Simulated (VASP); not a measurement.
# In (Im-3m) in VASP: a series of runs, part 2 of 2

VASP 6.6.1.

## (3) Single point, r2SCAN

POSCAR reads:

```
In
1.0
   -1.8825252400      1.8825252400      1.8825252400
    1.8825252400     -1.8825252400      1.8825252400
    1.8825252400      1.8825252400     -1.8825252400
In
1
Direct
    0.0000000000      0.0000000000      0.0000000000
```

INCAR.step1 reads:

```
SYSTEM = In
ALGO = Normal
EDIFF = 1E-4
ENCUT = 520
GGA = PE
ISMEAR = -1
LASPH = .True.
LCHARG = .False.
LREAL = .False.
LWAVE = .True.
NBANDS = 12
NELM = 60
PREC = Accurate
SIGMA = 0.05
```

INCAR.step2 reads:

```
SYSTEM = In
ALGO = Normal
EDIFF = 1E-7
ENCUT = 520
ISIF = 2
ISMEAR = -1
ISTART = 1
LASPH = .True.
LCHARG = .True.
LELF = .True.
LMIXTAU = .True.
LREAL = .False.
LVHAR = .True.
LWAVE = .False.
METAGGA = R2SCAN
NBANDS = 12
NELM = 60
PREC = Accurate
SIGMA = 0.05
```

KPOINTS reads:

```
k-points
0
Gamma
  6 6 6
  0 0 0
```

Potentials or basis: VASP PAW PBE potentials, release 64 (In_d).

Run with:

```console
$ cat potpaw_PBE.64/In_d/POTCAR > POTCAR
$ cp INCAR.step1 INCAR
$ mpirun -np 1 vasp_std > vasp.out
$ cp INCAR.step2 INCAR
$ mpirun -np 1 vasp_std > vasp.out
```

OUTCAR:

```text
SYSTEM = In
   EDIFF = 1E-7
   ENCUT = 520
   ISIF = 2
   ISMEAR = -1
   ISTART = 1
   LASPH = .True.
   LREAL = .False.
   METAGGA = R2SCAN
   NELM = 60
   PREC = Accurate

 ion  position               nearest neighbor table
   1  0.000  0.000  0.000-

  LATTYP: Found a body centered cubic cell.
 ALAT       =     3.7650504800

  Lattice vectors:

 A1 = (  -1.8825252400,   1.8825252400,   1.8825252400)
 A2 = (   1.8825252400,  -1.8825252400,   1.8825252400)
 A3 = (   1.8825252400,   1.8825252400,  -1.8825252400)

Analysis of symmetry for initial positions (statically):
=====================================================================
 Subroutine PRICEL returns:
 Original cell was already a primitive cell.

 Routine SETGRP: Setting up the symmetry group for a
 body centered cubic supercell.

 Subroutine GETGRP returns: Found 48 space group operations
 (whereof 48 operations were pure point group operations)
 out of a pool of 48 trial point group operations.

The static configuration has the point symmetry O_h .

Analysis of symmetry for dynamics (positions and initial velocities):
=====================================================================
 Subroutine PRICEL returns:
 Original cell was already a primitive cell.

 Routine SETGRP: Setting up the symmetry group for a
 body centered cubic supercell.

 Subroutine GETGRP returns: Found 48 space group operations
 (whereof 48 operations were pure point group operations)
 out of a pool of 48 trial point group operations.

The dynamic configuration has the point symmetry O_h .

 Subroutine INISYM returns: Found 48 space group operations
 (whereof 48 operations are pure point group operations),
 and found     1 'primitive' translations

----------------------------------------------------------------------------------------

                                     Primitive cell

[... 103 lines left out ...]
   LORBIT       =      0    0 simple, 1 ext, 2 COOP (PROOUT), +10 PAW based schemes
   METAGGA = R2SCAN    functional components
   LHFCALC =     F    Hartree Fock is set to
   AEXX    =    0.0000 exact exchange contribution
   IVDW    =     0    specifies the selected vdW correction
   LEPSILON=     F    determine dielectric tensor
   LRPA    =     F    only Hartree local field effects (RPA)
 non-spin polarized calculation
  energy-cutoff  :      520.00
  volume of cell :       26.69
 maximum number of plane-waves:       736
   NGX = 13   NGY = 13   NGZ = 13

 number of electron      13.0000005 magnetization

 Free energy of the ion-electron system (eV)
  ---------------------------------------------------
  ext. energy  EPLUGINS =         0.00000000
  ---------------------------------------------------
  free energy    TOTEN  =       -22.58458344 eV

  energy without entropy =      -22.58038320  energy(sigma->0) =      -22.58248332

 E-fermi :   7.1078     XC(G=0): -10.9889

 val. band max:        6.6865284868   @ k =   0.5000   0.5000   0.3333
 cond. band min:       7.2050259295   @ k =  -0.3333   0.5000   0.1667
 fundamental gap:      0.5184974427
 Fermi energy:         7.1077806214

 k-point     1 :       0.0000    0.0000    0.0000
  band No.  band energies     occupation
      1      -8.0169      2.00000
      2      -8.0168      2.00000
      3      -8.0168      2.00000
      4      -7.7343      2.00000
      5      -7.7343      2.00000
      6      -2.6346      2.00000
      7      18.7966      0.00000
      8      18.7966      0.00000
      9      18.7966      0.00000
     10      20.9739      0.00000
     11      20.9740      0.00000
     12      20.9740      0.00000
[... 211 lines left out ...]
 k-point    16 :       0.5000    0.5000    0.5000
  band No.  band energies     occupation
      1      -8.1204      2.00000
      2      -8.1204      2.00000
      3      -7.6059      2.00000
      4      -7.6059      2.00000
      5      -7.6059      2.00000
      6       8.4486      0.00000
      7       8.5234      0.00000
      8       8.5234      0.00000
      9       8.5234      0.00000
     10      12.7858      0.00000
     11      12.7858      0.00000
     12      27.7638      0.00000

------------------------ aborting loop because EDIFF is reached ----------------------------------------

  FORCE on cell =-STRESS in cart. coord.  units (eV):
  Direction    XX          YY          ZZ          XY          YZ          ZX
  --------------------------------------------------------------------------------------
  -------------------------------------------------------------------------------------
  Total       -0.1525904     -0.1525904     -0.1525904      0.0000000     -0.0000000      0.0000000
  in kB       -9.1612662     -9.1612662     -9.1612662      0.0000000     -0.0000000      0.0000000
  external PRESSURE =      -9.1612662 kB  Pullay stress =       0.0000000 kB

 VOLUME and BASIS-vectors are now :
 -----------------------------------------------------------------------------
  energy-cutoff  :      520.00
  volume of cell :       26.69
      direct lattice vectors                 reciprocal lattice vectors
    -1.882525240  1.882525240  1.882525240     0.000000000  0.265600689  0.265600689
     1.882525240 -1.882525240  1.882525240     0.265600689  0.000000000  0.265600689
     1.882525240  1.882525240 -1.882525240     0.265600689  0.265600689  0.000000000

 POSITION                                       TOTAL-FORCE (eV/Angst)
 -----------------------------------------------------------------------------------
      0.00000      0.00000      0.00000         0.000000      0.000000      0.000000
 -----------------------------------------------------------------------------------
    total drift:                                0.000000      0.000000     -0.000000

  FREE ENERGIE OF THE ION-ELECTRON SYSTEM (eV)
  ---------------------------------------------------
  free  energy   TOTEN  =       -22.5845834351 eV

  energy  without entropy=      -22.5803832018  energy(sigma->0) =      -22.58248332
```

OUTCAR.step1:

```text
SYSTEM = In
   EDIFF = 1E-4
   ENCUT = 520
   GGA = PE
   ISMEAR = -1
   LASPH = .True.
   LREAL = .False.
[... 444 lines left out ...]
 -----------------------------------------------------------------------------------
      0.00000      0.00000      0.00000         0.000000      0.000000     -0.000000
 -----------------------------------------------------------------------------------
    total drift:                               -0.000000      0.000000      0.000000

  FREE ENERGIE OF THE ION-ELECTRON SYSTEM (eV)
  ---------------------------------------------------
  free  energy   TOTEN  =        -2.5732335395 eV

  energy  without entropy=       -2.5689660832  energy(sigma->0) =       -2.57109981
```

Run time: 15 s. Hardware: 1 thread of Intel Xeon Platinum 8559C (Emerald Rapids), shared host; peak memory 0.14 GiB.

Results:

| Quantity | Value |
| --- | --- |
| Free energy | -22.5846 eV |
| Pressure | -0.9 GPa |

Caveat: the k points lie up to 0.39 Å⁻¹ apart; the PAW data sets were made with another functional, which shifts forces and pressure a little; spin-orbit coupling is left out, which moves the levels of the heavy elements.

## (4) Single point, PBEsol (volume scaled by 0.94)

INCAR reads:

```
SYSTEM = In
PREC     = Accurate       ! precision mode
ENCUT    = 520            ! plane-wave cutoff, eV
EDIFF    = 1E-6           ! SCF threshold, eV
ISMEAR   = -1             ! smearing method
SIGMA    = 0.05           ! smearing width, eV
LREAL    = .False.        ! projectors in reciprocal space
LASPH    = .True.         ! aspherical terms in the spheres
NELM     = 100            ! most SCF steps
ALGO     = Normal         ! electronic algorithm
ISIF     = 2              ! what is computed and relaxed
LWAVE    = .False.        ! write WAVECAR
LCHARG   = .False.        ! write CHGCAR
GGA      = PS             ! functional
NBANDS   = 12             ! bands
```

KPOINTS reads:

```
Automatic mesh
0
Gamma
  10 10 10
  0 0 0
```

POSCAR reads:

```
In
1.0
   -1.8440955744      1.8440955744      1.8440955744
    1.8440955744     -1.8440955744      1.8440955744
    1.8440955744      1.8440955744     -1.8440955744
In
1
Direct
    0.0000000000      0.0000000000      0.0000000000
```

Run with:

```console
$ cat potpaw_PBE.64/In_d/POTCAR > POTCAR
$ mpirun -np 1 vasp_std > vasp.out
```

It took 6.6 s on 1 thread of Intel Xeon Platinum 8559C (Emerald Rapids), shared host; peak memory 0.14 GiB.

It converged, with:

- Free energy: -2.9748 eV
- Pressure: 1.2 GPa

Levels at points of the mesh, in eV from the Fermi level:
| k point | band 2 | band 3 | band 4 | band 5 | band 6 | band 7 | band 8 | band 9 | band 10 | band 11 |
| --- | --- | --- | --- | --- | --- | --- | --- | --- | --- | --- |
| (0.00, 0.00, 0.00) | -14.57 | -14.57 | -14.26 | -14.26 | -9.78 | 11.64 | 11.64 | 11.64 | 13.21 | 13.21 |
| (0.50, 0.00, 0.00) | -14.63 | -14.28 | -14.26 | -14.06 | -3.87 | -3.31 | 6.17 | 7.55 | 10.43 | 10.59 |
| (0.50, 0.50, 0.50) | -14.70 | -14.11 | -14.11 | -14.11 | 1.32 | 1.32 | 1.32 | 1.39 | 5.43 | 5.43 |

Caveat: the PAW data sets were made with another functional, which shifts forces and pressure a little; spin-orbit coupling is left out, which moves the levels of the heavy elements.

## (5) Overview

```csv
level,cell,k mesh,gap on the mesh (eV),pressure (GPa)
PBEsol,"a = 3.261 Å, angles 109.5°, 1 atom",6 × 6 × 6,none,-2.2
r2SCAN,"a = 3.261 Å, angles 109.5°, 1 atom",6 × 6 × 6,none,-0.9
PBEsol,"a = 3.194 Å, angles 109.5°, 1 atom",10 × 10 × 10,none,1.2
```

Alike in all rows: task single point; potentials or basis VASP PAW PBE potentials, release 64 (In_d); no spin polarisation; cutoff (eV) 520; smearing fermi-dirac 0.05 eV.

Caveats: some runs use coarse meshes; the PAW data sets were made with another functional, which shifts forces and pressure a little; spin-orbit coupling is left out, which moves the levels of the heavy elements.

Total energies depend on the potentials used, so only differences within one code and one set of settings carry meaning.
